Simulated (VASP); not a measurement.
# Al2Cu (Fm-3m) in VASP: further runs, part 2 of 2

VASP 6.6.1.

### Step 3. Relaxation of cell and atoms, PBEsol

The input, INCAR:

```
SYSTEM = Al2Cu
PREC = Accurate
ENCUT = 600
EDIFF = 1E-6
ISMEAR = 0
SIGMA = 0.1
LREAL = .FALSE.
LASPH = .TRUE.
NELM = 100
ALGO = Normal
ISIF = 3
LWAVE = .FALSE.
LCHARG = .FALSE.
GGA = PS
IBRION = 2
NSW = 80
EDIFFG = -0.01
```

The input, KPOINTS:

```
regular mesh
0
G
  12 12 12
  0 0 0
```

The input, POSCAR:

```
Al2Cu
1.0
    0.0000000000      2.8624358738      2.8624358738
    2.8624358738      0.0000000000      2.8624358738
    2.8624358738      2.8624358738      0.0000000000
Al Cu
2 1
Direct
    0.2500000000      0.2500000000      0.2500000000
    0.7500000000      0.7500000000      0.7500000000
    0.0000000000      0.0000000000      0.0000000000
```

Potentials or basis: VASP PAW PBE potentials, release 64 (Al, Cu).

Command:

```
cat potpaw_PBE.64/Al/POTCAR potpaw_PBE.64/Cu/POTCAR > POTCAR
mpirun -np 1 vasp_std > vasp.out
```

OUTCAR:

```text
SYSTEM = Al2Cu
   PREC = Accurate
   ENCUT = 600
   EDIFF = 1E-6
   ISMEAR = 0
   LREAL = .FALSE.
   LASPH = .TRUE.
   NELM = 100
   ISIF = 3
   GGA = PS
   IBRION = 2
   NSW = 80
   EDIFFG = -0.01

 ion  position               nearest neighbor table
   1  0.250  0.250  0.250-   3 2.48   3 2.48   3 2.48   3 2.48   2 2.86   2 2.86   2 2.86   2 2.86
                             2 2.86   2 2.86
   2  0.750  0.750  0.750-   3 2.48   3 2.48   3 2.48   3 2.48   1 2.86   1 2.86   1 2.86   1 2.86
                             1 2.86   1 2.86
   3  0.000  0.000  0.000-   1 2.48   2 2.48   2 2.48   2 2.48   2 2.48   1 2.48   1 2.48   1 2.48

  LATTYP: Found a face centered cubic cell.
 ALAT       =     5.7248717476

  Lattice vectors:

 A1 = (   0.0000000000,   2.8624358738,   2.8624358738)
 A2 = (   2.8624358738,   0.0000000000,   2.8624358738)
 A3 = (   2.8624358738,   2.8624358738,   0.0000000000)

Analysis of symmetry for initial positions (statically):
=====================================================================
 Subroutine PRICEL returns:
 Original cell was already a primitive cell.

 Routine SETGRP: Setting up the symmetry group for a
 face centered cubic supercell.

 Subroutine GETGRP returns: Found 48 space group operations
 (whereof 48 operations were pure point group operations)
 out of a pool of 48 trial point group operations.

The static configuration has the point symmetry O_h .

Analysis of symmetry for dynamics (positions and initial velocities):
=====================================================================
 Subroutine PRICEL returns:
 Original cell was already a primitive cell.

 Routine SETGRP: Setting up the symmetry group for a
 face centered cubic supercell.

 Subroutine GETGRP returns: Found 48 space group operations
 (whereof 48 operations were pure point group operations)
 out of a pool of 48 trial point group operations.

The dynamic configuration has the point symmetry O_h .

 Subroutine INISYM returns: Found 48 space group operations
 (whereof 48 operations are pure point group operations),
 and found     1 'primitive' translations

----------------------------------------------------------------------------------------

                                     Primitive cell

  volume of cell :      46.9070

  direct lattice vectors                    reciprocal lattice vectors
     0.000000000  2.862435874  2.862435874    -0.174676402  0.174676402  0.174676402
     2.862435874  0.000000000  2.862435874     0.174676402 -0.174676402  0.174676402
     2.862435874  2.862435874  0.000000000     0.174676402  0.174676402 -0.174676402

  length of vectors
     4.048095634  4.048095634  4.048095634     0.302548404  0.302548404  0.302548404

  position of ions in fractional coordinates (direct lattice)
     0.250000000  0.250000000  0.250000000
     0.750000000  0.750000000  0.750000000
     0.000000000  0.000000000  0.000000000

  ion indices of the primitive-cell ions
   primitive index   ion index
                 1           1
                 2           2
                 3           3

----------------------------------------------------------------------------------------

 KPOINTS: regular mesh

Automatic generation of k-mesh.
 Grid dimensions read from file:
 generate k-points for:   12   12   12

 Generating k-lattice:
[... 56 lines left out ...]
   ISPIN  =      1    spin polarized calculation?
   LNONCOLLINEAR =      F non collinear calculations
   LSORBIT =      F    spin-orbit coupling
   LASPH  =      T    aspherical Exc in radial PAW
   ENCUT  =  600.0 eV  44.10 Ry    6.64 a.u.   8.09  8.09  8.09*2*pi/ulx,y,z
   NELM   =    100;   NELMIN=  2; NELMDL= -5     # of ELM steps
   EDIFF  = 0.1E-05   stopping-criterion for ELM
   LREAL  =      F    real-space projection
   EDIFFG = -.1E-01   stopping-criterion for IOM
   NSW    =     80    number of steps for IOM
   IBRION =      2    ionic relax: 0-MD 1-quasi-New 2-CG
   NFREE  =      1    steps in history (QN), initial steepest desc. (CG)
   ISIF   =      3    stress and relaxation
   ISYM   =      2    0-nonsym 1-usesym 2-fastsym
   POTIM  = 0.5000    time-step for ionic-motion
   TEBEG  =    0.0;   TEEND  =   0.0 temperature during run
   PSTRESS=    0.0 pullay stress
   NELECT =      17.0000    total number of electrons
   NUPDOWN=      -1.0000    fix difference up-down
   EMIN   =  10.00;   EMAX   =-10.00  energy-range for DOS
   EFERMI =   0.00;   METHOD = LEGACY
   ISMEAR =     0;   SIGMA  =   0.10  broadening in eV -4-tet -1-fermi 0-gaus
   EFERMI_NEDOS =   21; number of points for ismear=-14 and -15
   IALGO  =     38    algorithm
   IMIX   =      4    mixing-type and parameters
     AMIX     =   0.40;   BMIX     =  1.00
     AMIX_MAG =   1.60;   BMIX_MAG =  1.00
  volume/ion in A,a.u.               =      15.64       105.51
  Fermi-wavevector in a.u.,A,eV,Ry     =   1.167200  2.205689 18.535985  1.362356
  Thomas-Fermi vector in A             =   2.303703
   LORBIT       =      0    0 simple, 1 ext, 2 COOP (PROOUT), +10 PAW based schemes
   GGA     = PS    functional components
   LHFCALC =     F    Hartree Fock is set to
   AEXX    =    0.0000 exact exchange contribution
   IVDW    =     0    specifies the selected vdW correction
   LEPSILON=     F    determine dielectric tensor
   LRPA    =     F    only Hartree local field effects (RPA)
 conjugate gradient relaxation of ions
 non-spin polarized calculation
 Gauss-broadening in eV      SIGMA  =   0.10
  energy-cutoff  :      600.00
  volume of cell :       46.91
 maximum number of plane-waves:      1592
   NGX = 17   NGY = 17   NGZ = 17

--------------------------------------- Ionic step        1  -------------------------------------------

 number of electron      17.0000011 magnetization

 Free energy of the ion-electron system (eV)
  ---------------------------------------------------
  ext. energy  EPLUGINS =         0.00000000
  ---------------------------------------------------
  free energy    TOTEN  =       -13.01386375 eV

  energy without entropy =      -13.00828066  energy(sigma->0) =      -13.01107220

------------------------ aborting loop because EDIFF is reached ----------------------------------------

  FORCE on cell =-STRESS in cart. coord.  units (eV):
  Direction    XX          YY          ZZ          XY          YZ          ZX
  --------------------------------------------------------------------------------------
  -------------------------------------------------------------------------------------
  Total        0.2308272      0.2308272      0.2308272     -0.0000000     -0.0000000      0.0000000
  in kB        7.8842477      7.8842477      7.8842477     -0.0000000     -0.0000000      0.0000000
  external PRESSURE =       7.8842477 kB  Pullay stress =       0.0000000 kB
[... 61 lines left out ...]
--------------------------------------- Ionic step        3  -------------------------------------------

 number of electron      17.0000010 magnetization

 Free energy of the ion-electron system (eV)
  ---------------------------------------------------
  ext. energy  EPLUGINS =         0.00000000
  ---------------------------------------------------
  free energy    TOTEN  =       -13.01404305 eV

  energy without entropy =      -13.00844879  energy(sigma->0) =      -13.01124592

 E-fermi :   7.0454     XC(G=0): -10.6232

 val. band max:        7.0387124684   @ k =   0.2500   0.1667   0.0000
 cond. band min:       7.0636204701   @ k =   0.5000   0.0833   0.0000
 fundamental gap:      0.0249080017
 Fermi energy:         7.0453851886

 k-point     1 :       0.0000    0.0000    0.0000
  band No.  band energies     occupation
      1      -3.2134      2.00000
      2       2.4539      2.00000
      3       2.4539      2.00000
      4       2.4539      2.00000
      5       3.0217      2.00000
      6       3.0217      2.00000
      7       9.9754      0.00000
      8       9.9754      0.00000
      9       9.9754      0.00000
     10      10.0288      0.00000
     11      10.0288      0.00000
     12      10.0288      0.00000
[... 331 lines left out ...]
 k-point    24 :      -0.4167    0.1667    0.0000
  band No.  band energies     occupation
      1      -0.1897      2.00000
      2       0.8415      2.00000
      3       2.5138      2.00000
      4       2.6865      2.00000
      5       2.9804      2.00000
      6       3.0446      2.00000
      7       3.1826      2.00000
      8       5.6313      2.00000
      9       6.9921      1.54891
     10       9.2198      0.00000
     11      11.1846      0.00000
     12      12.4948      0.00000

 [... further k-points ...]

------------------------ aborting loop because EDIFF is reached ----------------------------------------

  FORCE on cell =-STRESS in cart. coord.  units (eV):
  Direction    XX          YY          ZZ          XY          YZ          ZX
  --------------------------------------------------------------------------------------
  -------------------------------------------------------------------------------------
  Total        0.0211508      0.0211508      0.0211508      0.0000000      0.0000000     -0.0000000
  in kB        0.7198305      0.7198305      0.7198305      0.0000000      0.0000000     -0.0000000
  external PRESSURE =       0.7198305 kB  Pullay stress =       0.0000000 kB
[... 18 lines left out ...]
  FREE ENERGIE OF THE ION-ELECTRON SYSTEM (eV)
  ---------------------------------------------------
  free  energy   TOTEN  =       -13.0140430544 eV

  energy  without entropy=      -13.0084487932  energy(sigma->0) =      -13.01124592

 reached required accuracy - stopping structural energy minimisation
```

OSZICAR:

```text
N       E                     dE             d eps       ncg     rms          rms(c)
DAV:   1     0.744678942777E+02    0.74468E+02   -0.78321E+03  1728   0.169E+03
DAV:   2    -0.118562441707E+02   -0.86324E+02   -0.81243E+02  1744   0.268E+02
DAV:   3    -0.155704542818E+02   -0.37142E+01   -0.35214E+01  2344   0.710E+01
[... 24 lines left out ...]
DAV:   3    -0.130144250919E+02    0.20290E-01   -0.83130E-02  2100   0.113E+01    0.159E-01
DAV:   4    -0.130141344250E+02    0.29067E-03   -0.21022E-03  1848   0.341E-01    0.604E-02
DAV:   5    -0.130140457919E+02    0.88633E-04   -0.21831E-04  2264   0.532E-01    0.154E-02
DAV:   6    -0.130140430649E+02    0.27270E-05   -0.23802E-05  2708   0.120E-01    0.383E-03
DAV:   7    -0.130140430544E+02    0.10516E-07   -0.62453E-07   976   0.890E-03
   3 F= -.13014043E+02 E0= -.13011246E+02  d E =-.179305E-03
```

Wall time 1.8 min (1 thread of AMD EPYC 7R13 (Zen 3), shared host); peak memory 0.18 GiB.

What came out:

* Free energy: -13.0140 eV
* Relaxed volume: 15.69 Å³/atom
* Relaxed cell: a = 4.053 Å, b = 4.053 Å, c = 4.053 Å, α = 60.00°, β = 60.00°, γ = 60.00°
* Space group after relaxing (to 0.05 Å): Fm-3m (No. 225)
* Energy gained by relaxing: 0.1 meV/atom
* Ionic steps: 3
* Pressure after relaxing: 0.1 GPa

Step by step:
| step | energy change (eV) | largest force (eV/Å) | pressure (GPa) | volume (Å³) |
| --- | --- | --- | --- | --- |
| 1 | 0.0000 | 0.0000 | 0.79 | 46.91 |
| 2 | 0.0007 | 0.0000 | -0.81 | 47.43 |
| 3 | -0.0002 | 0.0000 | 0.07 | 47.08 |

Final structure:
```
Al Cu
1.0
     0.00000    2.86589    2.86589
     2.86589    0.00000    2.86589
     2.86589    2.86589    0.00000
Al Cu
2 1
Direct
  0.25000 0.25000 0.25000
  0.75000 0.75000 0.75000
  0.00000 0.00000 0.00000
```

Levels at points of the mesh, in eV from the Fermi level:
| k point | band 7 | band 8 | band 9 | band 10 | band 11 | band 12 |
| --- | --- | --- | --- | --- | --- | --- |
| (0.00, 0.00, 0.00) | 2.93 | 2.93 | 2.93 | 2.98 | 2.98 | 2.98 |
| (0.50, 0.00, 0.00) | -3.96 | 0.64 | 0.64 | 2.97 | 2.97 | 3.87 |
| (0.50, 0.50, 0.00) | -3.74 | -1.97 | -1.97 | 0.41 | 1.52 | 9.07 |

Caveat: the PAW data sets were made with another functional, which shifts forces and pressure a little. Zero-point motion and thermal expansion aren't in these numbers.
